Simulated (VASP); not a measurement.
**Y: single point with PBE**

The system is Y, a sheet with vacuum.

```
CELL_PARAMETERS angstrom
6.55208 0.00000 0.00000
-3.27604 5.67427 0.00000
0.00000 0.00000 23.80000
ATOMIC_POSITIONS crystal
Y 0.50000 0.00000 0.29412
Y 0.00000 0.50000 0.29412
Y 0.50000 0.50000 0.29412
```

```json
{
  "Program": "VASP 6.6.1",
  "Task": "single point",
  "Functional": "PBE",
  "Potentials or basis": "VASP PAW PBE potentials, release 64 (Y_sv)",
  "Cutoff": "520 eV",
  "k mesh": "3 × 3 × 1",
  "Occupations": "gaussian, width 0.1 eV",
  "Spin": "no spin polarisation",
  "Dipole correction": "yes",
  "Further INCAR settings": "ALGO = Normal; EDIFF = 1e-07; NBANDS = 24"
}
```

The work function of the upper face is 3.03 eV. The work function of the lower face is 3.03 eV.

Levels at points of the mesh, in eV from the Fermi level:
```tsv
k point	band 14	band 15	band 16	band 17	band 18	band 19	band 20	band 21
(0.00, 0.00, 0.00)	-1.05	-0.75	-0.58	-0.58	0.18	0.22	0.50	0.50
```

Run time: 2.8 min on 1 thread of Intel(R) Xeon(R) 6975P-C (Granite Rapids) (shared host), peak memory 0.79 GiB.

Caveat: the k points lie up to 0.37 Å⁻¹ apart.
